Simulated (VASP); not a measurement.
# NaF in VASP: notebook, part 2 of 2

VASP 6.6.1. The steps go on from the part before.

### 3 Single point, r2SCAN (strain along [111] +1.5%)

The input, POSCAR:

```
NaF
1.0
    0.0253126137      2.5565739816      2.5565739816
    2.5565739816      0.0253126137      2.5565739816
    2.5565739816      2.5565739816      0.0253126137
Na F
1 1
Direct
    0.0011103484      0.0011103484      0.0011103484
    0.2488896516      0.2488896516      0.2488896516
```

The input, INCAR.step1:

```
  PREC = Accurate
  ENCUT = 520
  ISMEAR = 0
  SIGMA = 0.01
  LREAL = F
  LASPH = T
  NELM = 100
  NBANDS = 14
  GGA = PE
  ALGO = Normal
  EDIFF = 1E-4
  LWAVE = T
  LCHARG = F
```

The input, INCAR.step2:

```
  PREC = Accurate
  ENCUT = 520
  EDIFF = 1E-6
  ISMEAR = 0
  SIGMA = 0.01
  LREAL = F
  LASPH = T
  NELM = 100
  ALGO = Normal
  ISIF = 2
  LWAVE = F
  LCHARG = T
  METAGGA = R2SCAN
  LMIXTAU = T
  LELF = T
  LVHAR = T
  NBANDS = 14
  ISTART = 1
```

The input, KPOINTS:

```
Automatic mesh
0
Gamma
  8 8 8
```

Potentials or basis: VASP PAW PBE potentials, release 64 (Na_pv, F).

On the command line:

```
$ cat potpaw_PBE.64/Na_pv/POTCAR potpaw_PBE.64/F/POTCAR > POTCAR
$ cp INCAR.step1 INCAR
$ mpirun -np 1 vasp_std > vasp.out
$ cp INCAR.step2 INCAR
$ mpirun -np 1 vasp_std > vasp.out
```

OUTCAR:

```text
PREC = Accurate
   ENCUT = 520
   EDIFF = 1E-6
   ISMEAR = 0
   LREAL = F
   LASPH = T
   NELM = 100
   ISIF = 2
   METAGGA = R2SCAN
   ISTART = 1

 ion  position               nearest neighbor table
   1  0.001  0.001  0.001-   2 2.20   2 2.20   2 2.20   2 2.21
   2  0.249  0.249  0.249-   1 2.20   1 2.20   1 2.20   1 2.21

  LATTYP: Found a trigonal (rhomboedric) cell.
 ALAT       =     3.6156302044
 COS(alpha) =     0.5098759986

  Lattice vectors:

 A1 = (   0.0253126137,   2.5565739816,   2.5565739816)
 A2 = (   2.5565739816,   0.0253126137,   2.5565739816)
 A3 = (   2.5565739816,   2.5565739816,   0.0253126137)

Analysis of symmetry for initial positions (statically):
=====================================================================
 Subroutine PRICEL returns:
 Original cell was already a primitive cell.

 Routine SETGRP: Setting up the symmetry group for a
 trigonal (rhombohedral) supercell.

 Subroutine GETGRP returns: Found  6 space group operations
 (whereof  6 operations were pure point group operations)
 out of a pool of 12 trial point group operations.

The static configuration has the point symmetry C_3v.

Analysis of symmetry for dynamics (positions and initial velocities):
=====================================================================
 Subroutine PRICEL returns:
 Original cell was already a primitive cell.

 Routine SETGRP: Setting up the symmetry group for a
 trigonal (rhombohedral) supercell.

 Subroutine GETGRP returns: Found  6 space group operations
 (whereof  6 operations were pure point group operations)
 out of a pool of 12 trial point group operations.

The dynamic configuration has the point symmetry C_3v.

 Subroutine INISYM returns: Found  6 space group operations
 (whereof  6 operations are pure point group operations),
 and found     1 'primitive' translations

[... 115 lines left out ...]
  volume/ion in A,a.u.               =      16.46       111.09
  Fermi-wavevector in a.u.,A,eV,Ry     =   1.231067  2.326380 20.619997  1.515527
  Thomas-Fermi vector in A             =   2.365891
   LORBIT       =      0    0 simple, 1 ext, 2 COOP (PROOUT), +10 PAW based schemes
   METAGGA = R2SCAN    functional components
   LHFCALC =     F    Hartree Fock is set to
   AEXX    =    0.0000 exact exchange contribution
   IVDW    =     0    specifies the selected vdW correction
   LEPSILON=     F    determine dielectric tensor
   LRPA    =     F    only Hartree local field effects (RPA)
 non-spin polarized calculation
 Gauss-broadening in eV      SIGMA  =   0.01
  energy-cutoff  :      520.00
  volume of cell :       32.92
 maximum number of plane-waves:       905
   NGX = 13   NGY = 13   NGZ = 13

 number of electron      13.9999988 magnetization

 Free energy of the ion-electron system (eV)
  ---------------------------------------------------
  ext. energy  EPLUGINS =         0.00000000
  ---------------------------------------------------
  free energy    TOTEN  =       -12.31953352 eV

  energy without entropy =      -12.31953352  energy(sigma->0) =      -12.31953352

 E-fermi :  -3.8588     XC(G=0):  -8.1609

 val. band max:       -4.0193414515   @ k =   0.0000   0.0000   0.0000
 cond. band min:       2.1951190031   @ k =   0.0000   0.0000   0.0000
 fundamental gap:      6.2144604547
 Fermi energy:        -3.8587653607

 k-point     1 :       0.0000    0.0000    0.0000
  band No.  band energies     occupation
      1     -23.8850      2.00000
      2     -23.4979      2.00000
      3     -23.4979      2.00000
      4     -23.4952      2.00000
      5      -4.0490      2.00000
      6      -4.0193      2.00000
      7      -4.0193      2.00000
      8       2.1951      0.00000
      9      16.1009      0.00000
     10      16.4270      0.00000
     11      16.4270      0.00000
     12      17.3751      0.00000
     13      17.6583      0.00000
     14      17.6583      0.00000
[... 377 lines left out ...]
      1     -24.2377      2.00000
      2     -23.5141      2.00000
      3     -23.5044      2.00000
      4     -23.0984      2.00000
      5      -4.5633      2.00000
      6      -4.1425      2.00000
      7      -4.0354      2.00000
      8       4.3932      0.00000
      9      10.8322      0.00000
     10      12.9142      0.00000
     11      14.5706      0.00000
     12      17.9663      0.00000
     13      18.2783      0.00000
     14      18.6815      0.00000

 [... further k-points ...]
[... 5 lines left out ...]
  --------------------------------------------------------------------------------------
  -------------------------------------------------------------------------------------
  Total       -0.1852474     -0.1852474     -0.1852474     -0.0282921     -0.0282921     -0.0282921
  in kB       -9.0147934     -9.0147934     -9.0147934     -1.3767935     -1.3767935     -1.3767935
  external PRESSURE =      -9.0147934 kB  Pullay stress =       0.0000000 kB

 VOLUME and BASIS-vectors are now :
 -----------------------------------------------------------------------------
  energy-cutoff  :      520.00
  volume of cell :       32.92
      direct lattice vectors                 reciprocal lattice vectors
     0.025312614  2.556573982  2.556573982    -0.198503031  0.196556923  0.196556923
     2.556573982  0.025312614  2.556573982     0.196556923 -0.198503031  0.196556923
     2.556573982  2.556573982  0.025312614     0.196556923  0.196556923 -0.198503031

 POSITION                                       TOTAL-FORCE (eV/Angst)
 -----------------------------------------------------------------------------------
      0.00571      0.00571      0.00571        -0.003835     -0.003835     -0.003835
      1.27891      1.27891      1.27891         0.003835      0.003835      0.003835
 -----------------------------------------------------------------------------------
    total drift:                               -0.004215     -0.004215     -0.004214

  FREE ENERGIE OF THE ION-ELECTRON SYSTEM (eV)
  ---------------------------------------------------
  free  energy   TOTEN  =       -12.3195335236 eV

  energy  without entropy=      -12.3195335236  energy(sigma->0) =      -12.31953352
```

Run time: 69 s. Hardware: 1 thread of Intel Xeon Platinum 8488C (Sapphire Rapids), shared host; peak memory 0.17 GiB.

Results:

```yaml
Free_energy: -12.3195 eV
Pressure: -0.9 GPa
Largest_force: 0.007 eV/Å
Band_gap_on_the_k_mesh: 6.21 eV, direct
```

Forces in eV/Å, atoms in the order of the input:
```
Na  -0.004 -0.004 -0.004
F    0.004  0.004  0.004
```

Stress tensor (GPa, compression positive):
```
-0.90 -0.14 -0.14
-0.14 -0.90 -0.14
-0.14 -0.14 -0.90
```

Caveat: the cell differs from its parent crystal (strain along [111] +1.5%); the PAW data sets were made with another functional, which shifts forces and pressure a little.
